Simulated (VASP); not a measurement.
# CdS in VASP: a series of runs

CdS is run at these levels: PBE; tasks: single point.

Program: VASP 6.6.1. These are calculated values, not measurements. Logs are shortened: lines on timing, memory, paths and dates and some standing lists are left out, and cuts for length are marked.

## Step 1: The cell of the first run

The cell holds a wire with vacuum, 2 atoms: a = 10.000 Å, b = 9.300 Å, c = 4.367 Å, α = 90.00°, β = 90.00°, γ = 90.00°.

## Step 2: Single point, PBE, collinear spin, ferromagnetic start

File INCAR:

```
SYSTEM = CdS
ALGO = Normal
EDIFF = 1E-6
ENCUT = 520
GGA = PE
ISIF = 2
ISMEAR = 0
ISPIN = 2
LASPH = .TRUE.
LCHARG = .TRUE.
LELF = .TRUE.
LORBIT = 11
LREAL = .FALSE.
LVHAR = .TRUE.
LWAVE = .FALSE.
MAGMOM = 0.5 0.5
NBANDS = 20
NELM = 150
PREC = Accurate
SIGMA = 0.05
```

File KPOINTS:

```
k-points
0
G
  1 1 16
  0 0 0
```

File POSCAR:

```
CdS
1.0
   10.0000000000      0.0000000000      0.0000000000
    0.0000000000      9.3000000000      0.0000000000
    0.0000000000      0.0000000000      4.3674413529
Cd S
1 1
Direct
    0.4583107566      0.5000000000      0.0000000000
    0.5416892434      0.5000000000      0.5000000000
```

Potentials or basis: VASP PAW PBE potentials, release 64 (Cd, S).

Run with:

```console
cat potpaw_PBE.64/Cd/POTCAR potpaw_PBE.64/S/POTCAR > POTCAR
mpirun -np 1 vasp_std > vasp.out
```

OUTCAR:

```text
SYSTEM = CdS
   EDIFF = 1E-6
   ENCUT = 520
   GGA = PE
   ISIF = 2
   ISMEAR = 0
   ISPIN = 2
   LASPH = .TRUE.
   LORBIT = 11
   LREAL = .FALSE.
   NELM = 150
   PREC = Accurate

 ion  position               nearest neighbor table
   1  0.458  0.500  0.000-   2 2.34   2 2.34
   2  0.542  0.500  0.500-   1 2.34   1 2.34

  LATTYP: Found a simple orthorhombic cell.
 ALAT       =     4.3674413529
 B/A-ratio  =     2.1293932187
 C/A-ratio  =     2.2896701277

  Lattice vectors:

 A1 = (   0.0000000000,   0.0000000000,  -4.3674413529)
 A2 = (   0.0000000000,   9.3000000000,   0.0000000000)
 A3 = (  10.0000000000,   0.0000000000,   0.0000000000)

Analysis of symmetry for initial positions (statically):
=====================================================================
 Subroutine PRICEL returns:
 Original cell was already a primitive cell.

 Routine SETGRP: Setting up the symmetry group for a
 simple orthorhombic supercell.

 Subroutine GETGRP returns: Found  4 space group operations
 (whereof  4 operations were pure point group operations)
 out of a pool of  8 trial point group operations.

The static configuration has the point symmetry C_2v.

Analysis of symmetry for dynamics (positions and initial velocities):
=====================================================================
 Subroutine PRICEL returns:
 Original cell was already a primitive cell.

 Routine SETGRP: Setting up the symmetry group for a
 simple orthorhombic supercell.

 Subroutine GETGRP returns: Found  4 space group operations
 (whereof  4 operations were pure point group operations)
 out of a pool of  8 trial point group operations.

The dynamic configuration has the point symmetry C_2v.

Analysis of structural, dynamic, and magnetic symmetry:
=====================================================================
 Subroutine PRICEL returns:
 Original cell was already a primitive cell.

 Routine SETGRP: Setting up the symmetry group for a
 simple orthorhombic supercell.

 Subroutine GETGRP returns: Found  4 space group operations
 (whereof  4 operations were pure point group operations)
 out of a pool of  8 trial point group operations.

The overall configuration has the point symmetry C_2v.

 Subroutine INISYM returns: Found  4 space group operations
 (whereof  4 operations are pure point group operations),
 and found     1 'primitive' translations

----------------------------------------------------------------------------------------

                                     Primitive cell

  volume of cell :     406.1720

  direct lattice vectors                    reciprocal lattice vectors
    10.000000000  0.000000000  0.000000000     0.100000000  0.000000000  0.000000000
     0.000000000  9.300000000  0.000000000     0.000000000  0.107526882  0.000000000
     0.000000000  0.000000000  4.367441353     0.000000000  0.000000000  0.228967013

  length of vectors
    10.000000000  9.300000000  4.367441353     0.100000000  0.107526882  0.228967013

  position of ions in fractional coordinates (direct lattice)
     0.458310757  0.500000000  0.000000000
     0.541689243  0.500000000  0.500000000

  ion indices of the primitive-cell ions
   primitive index   ion index
                 1           1
                 2           2

----------------------------------------------------------------------------------------

 KPOINTS: k-points

Automatic generation of k-mesh.
 Grid dimensions read from file:
 generate k-points for:    1    1   16

 Generating k-lattice:

  Cartesian coordinates                     Fractional coordinates (reciprocal lattice)
     0.100000000  0.000000000  0.000000000     1.000000000  0.000000000  0.000000000
     0.000000000  0.107526882  0.000000000     0.000000000  1.000000000  0.000000000
     0.000000000  0.000000000  0.014310438     0.000000000  0.000000000  0.062500000

  Length of vectors
     0.100000000  0.107526882  0.014310438

  Shift w.r.t. Gamma in fractional coordinates (k-lattice)
     0.000000000  0.000000000  0.000000000

 Subroutine IBZKPT returns following result:
 ===========================================

 Found      9 irreducible k-points:

 Following reciprocal coordinates:
            Coordinates               Weight
  0.000000  0.000000  0.000000      1.000000
  0.000000  0.000000  0.062500      2.000000
  0.000000  0.000000  0.125000      2.000000
  0.000000  0.000000  0.187500      2.000000
  0.000000  0.000000  0.250000      2.000000
  0.000000  0.000000  0.312500      2.000000
  0.000000  0.000000  0.375000      2.000000
  0.000000  0.000000  0.437500      2.000000
  0.000000  0.000000  0.500000      1.000000
   k-points           NKPTS =      9   k-points in BZ     NKDIM =      9   number of bands    NBANDS=     20
   number of dos      NEDOS =    301   number of ions     NIONS =      2
   total plane-waves  NPLWV = 179200
   dimension x,y,z NGX =    80 NGY =   70 NGZ =   32
   dimension x,y,z NGXF=   160 NGYF=  140 NGZF=   64
   ions per type =               1   1
   NGX,Y,Z   is equivalent  to a cutoff of  13.30, 12.51, 12.18 a.u.
   NGXF,Y,Z  is equivalent  to a cutoff of  26.60, 25.03, 24.36 a.u.
 SYSTEM =  CdS
   PREC   = accura    normal or accurate (medium, high low for compatibility)
   ISTART =      0    job   : 0-new  1-cont  2-samecut
   ICHARG =      2    charge: 1-file 2-atom 10-const
   ISPIN  =      2    spin polarized calculation?
   LNONCOLLINEAR =      F non collinear calculations
   LSORBIT =      F    spin-orbit coupling
   LASPH  =      T    aspherical Exc in radial PAW
   ENCUT  =  520.0 eV  38.22 Ry    6.18 a.u.  18.59 17.29  8.12*2*pi/ulx,y,z
   NELM   =    150;   NELMIN=  2; NELMDL= -5     # of ELM steps
   EDIFF  = 0.1E-05   stopping-criterion for ELM
   LREAL  =      F    real-space projection
   EDIFFG = 0.1E-04   stopping-criterion for IOM
   NSW    =      0    number of steps for IOM
   IBRION =     -1    ionic relax: 0-MD 1-quasi-New 2-CG
   NFREE  =      0    steps in history (QN), initial steepest desc. (CG)
   ISIF   =      2    stress and relaxation
   ISYM   =      2    0-nonsym 1-usesym 2-fastsym
   POTIM  = 0.5000    time-step for ionic-motion
   TEBEG  =    0.0;   TEEND  =   0.0 temperature during run
   PSTRESS=    0.0 pullay stress
   NELECT =      18.0000    total number of electrons
   NUPDOWN=      -1.0000    fix difference up-down
   EMIN   =  10.00;   EMAX   =-10.00  energy-range for DOS
   EFERMI =   0.00;   METHOD = LEGACY
   ISMEAR =     0;   SIGMA  =   0.05  broadening in eV -4-tet -1-fermi 0-gaus
   EFERMI_NEDOS =   21; number of points for ismear=-14 and -15
   IALGO  =     38    algorithm
   IMIX   =      4    mixing-type and parameters
     AMIX     =   0.40;   BMIX     =  1.00
     AMIX_MAG =   1.60;   BMIX_MAG =  1.00
  volume/ion in A,a.u.               =     203.09      1370.49
  Fermi-wavevector in a.u.,A,eV,Ry     =   0.579334  1.094782  4.566494  0.335628
  Thomas-Fermi vector in A             =   1.623000
   LORBIT       =     11    0 simple, 1 ext, 2 COOP (PROOUT), +10 PAW based schemes
   GGA     = PE    functional components
   LHFCALC =     F    Hartree Fock is set to
   AEXX    =    0.0000 exact exchange contribution
   IVDW    =     0    specifies the selected vdW correction
   LEPSILON=     F    determine dielectric tensor
   LRPA    =     F    only Hartree local field effects (RPA)
 spin polarized calculation
 Gauss-broadening in eV      SIGMA  =   0.05
  energy-cutoff  :      520.00
  volume of cell :      406.17
 maximum number of plane-waves:     10968
 NGX is ok and might be reduce to    80
   NGX = 37   NGY = 35   NGZ = 17

 number of electron      17.9999996 magnetization       0.0000352

 number of electron      17.9999996 magnetization      -0.0000102

 Free energy of the ion-electron system (eV)
  ---------------------------------------------------
  ext. energy  EPLUGINS =         0.00000000
  ---------------------------------------------------
  free energy    TOTEN  =        -4.69138527 eV

  energy without entropy =       -4.69138527  energy(sigma->0) =       -4.69138527

 E-fermi :  -4.5040     XC(G=0):  -2.0997

 val. band max:       -4.7444225481   @ k =   0.0000   0.0000   0.5000
 cond. band min:      -2.7394097458   @ k =   0.0000   0.0000   0.0000
 fundamental gap:      2.0050128023
 Fermi energy:        -4.5040055953

 spin component 1

 k-point     1 :       0.0000    0.0000    0.0000
  band No.  band energies     occupation
      1     -16.4092      1.00000
      2     -12.8329      1.00000
      3     -12.4737      1.00000
      4     -12.4513      1.00000
      5     -12.4153      1.00000
      6     -11.9691      1.00000
[... 12 lines left out ...]
     19       3.6077      0.00000
     20       4.3474      0.00000
[... 162 lines left out ...]
 k-point     9 :       0.0000    0.0000    0.5000
  band No.  band energies     occupation
      1     -15.8972      1.00000
      2     -12.9852      1.00000
      3     -12.5100      1.00000
      4     -12.4523      1.00000
      5     -12.4408      1.00000
      6     -12.1739      1.00000
[... 12 lines left out ...]
     19       3.7926      0.00000
     20       3.8780      0.00000
 Fermi energy:        -4.5040055953

 spin component 2

 k-point     1 :       0.0000    0.0000    0.0000
  band No.  band energies     occupation
      1     -16.4092      1.00000
      2     -12.8329      1.00000
      3     -12.4737      1.00000
      4     -12.4513      1.00000
      5     -12.4153      1.00000
      6     -11.9691      1.00000
[... 12 lines left out ...]
     19       3.6149      0.00000
     20       4.3473      0.00000
[... 162 lines left out ...]
 k-point     9 :       0.0000    0.0000    0.5000
  band No.  band energies     occupation
      1     -15.8972      1.00000
      2     -12.9852      1.00000
      3     -12.5100      1.00000
      4     -12.4523      1.00000
      5     -12.4408      1.00000
      6     -12.1739      1.00000
[... 12 lines left out ...]
     19       3.8292      0.00000
     20       3.8814      0.00000

------------------------ aborting loop because EDIFF is reached ----------------------------------------

  FORCE on cell =-STRESS in cart. coord.  units (eV):
  Direction    XX          YY          ZZ          XY          YZ          ZX
  --------------------------------------------------------------------------------------
  -------------------------------------------------------------------------------------
  Total        0.0205975      0.0123313      0.2946760      0.0000000      0.0000000      0.0000000
  in kB        0.0812483      0.0486417      1.1623725      0.0000000      0.0000000      0.0000000
  external PRESSURE =       0.4307541 kB  Pullay stress =       0.0000000 kB

 VOLUME and BASIS-vectors are now :
 -----------------------------------------------------------------------------
  energy-cutoff  :      520.00
  volume of cell :      406.17
      direct lattice vectors                 reciprocal lattice vectors
    10.000000000  0.000000000  0.000000000     0.100000000  0.000000000  0.000000000
     0.000000000  9.300000000  0.000000000     0.000000000  0.107526882  0.000000000
     0.000000000  0.000000000  4.367441353     0.000000000  0.000000000  0.228967013

 POSITION                                       TOTAL-FORCE (eV/Angst)
 -----------------------------------------------------------------------------------
      4.58311      4.65000      0.00000        -0.059204      0.000000      0.000000
      5.41689      4.65000      2.18372         0.059204      0.000000      0.000000
 -----------------------------------------------------------------------------------
    total drift:                               -0.000880      0.000000      0.000001

  FREE ENERGIE OF THE ION-ELECTRON SYSTEM (eV)
  ---------------------------------------------------
  free  energy   TOTEN  =        -4.6913852713 eV

  energy  without entropy=       -4.6913852713  energy(sigma->0) =       -4.69138527

 total charge

# of ion       s       p       d       tot
------------------------------------------
    1        0.522   0.264   9.529  10.314
    2        1.334   2.357   0.000   3.691
--------------------------------------------------
tot          1.856   2.621   9.529  14.006

 magnetization (x)

# of ion       s       p       d       tot
------------------------------------------
    1       -0.000  -0.000   0.000   0.000
    2        0.000   0.000   0.000   0.000
--------------------------------------------------
tot          0.000  -0.000   0.000   0.000
```

Wall time 3.3 min (1 thread of Intel Xeon 6975P-C, shared host); peak memory 0.59 GiB.

What came out:

- Free energy: -4.6914 eV
- Largest force: 0.059 eV/Å
- Band gap on the k mesh: 2.00 eV, indirect (least direct gap 2.68 eV)
- Net moment: 0.00 μB per cell
- Valence electrons inside the program's atomic spheres: Cd 10.31; S 3.69

Forces in eV/Å, atoms in the order of the input:
```
Cd  -0.059  0.000  0.000
S    0.059  0.000  0.000
```

## Step 3: Single point, PBE, collinear spin, ferromagnetic start

This run uses another cell than the first one, of 135.88 Å³/atom, 0.669 times its volume.

File INCAR:

```
SYSTEM = CdS
  ALGO = Normal
  EDIFF = 1E-7
  ENCUT = 520
  GGA = PE
  ISIF = 2
  ISMEAR = 0
  ISPIN = 2
  LASPH = .True.
  LCHARG = .False.
  LORBIT = 11
  LREAL = .False.
  LWAVE = .False.
  MAGMOM = 0.5 0.5
  NBANDS = 20
  NELM = 150
  PREC = Accurate
  SIGMA = 0.05
```

File KPOINTS:

```
k-points
0
Gamma
  1 1 26
  0 0 0
```

File POSCAR:

```
CdS
1.0
   11.1000000000      0.0000000000      0.0000000000
    0.0000000000      9.3000000000      0.0000000000
    0.0000000000      0.0000000000      2.6326118945
Cd S
1 1
Direct
    0.3959935444      0.5000000000      0.0000000000
    0.6040064556      0.5000000000      0.5000000000
```

Potentials or basis: VASP PAW PBE potentials, release 64 (Cd, S).

Run with:

```console
cat potpaw_PBE.64/Cd/POTCAR potpaw_PBE.64/S/POTCAR > POTCAR
mpirun -np 1 vasp_std > vasp.out
```

Run time: 3.1 min. Hardware: 1 thread of Intel Xeon 6975P-C, shared host; peak memory 0.47 GiB.

It converged, with:

```yaml
Free_energy: -3.7821 eV
Largest_force: 0.035 eV/Å
Net_moment: 0.15 μB per cell
Site_moments: Cd -0.00; S +0.10 μB
Valence_electrons_inside_the_program's_atomic_spheres: Cd 10.33; S 3.56
```

Forces in eV/Å, atoms in the order of the input:
```
Cd  -0.035  0.000  0.000
S    0.035  0.000  0.000
```

Levels at points of the mesh, in eV from the Fermi level:
Spin up:
```
           k point  band 7  band 8  band 9  band 10  band 11  band 12
(0.00, 0.00, 0.00)   -4.70   -2.36   -1.32     1.99     3.63     4.14
(0.00, 0.00, 0.50)   -4.69   -1.21   -0.12     3.00     3.06     6.05
```
Spin down:
```csv
k point,band 7,band 8,band 9,band 10,band 11,band 12
"(0.00, 0.00, 0.00)",-4.68,-2.12,-1.30,2.01,3.70,4.16
"(0.00, 0.00, 0.50)",-4.66,-1.16,0.20,2.99,3.08,6.07
```
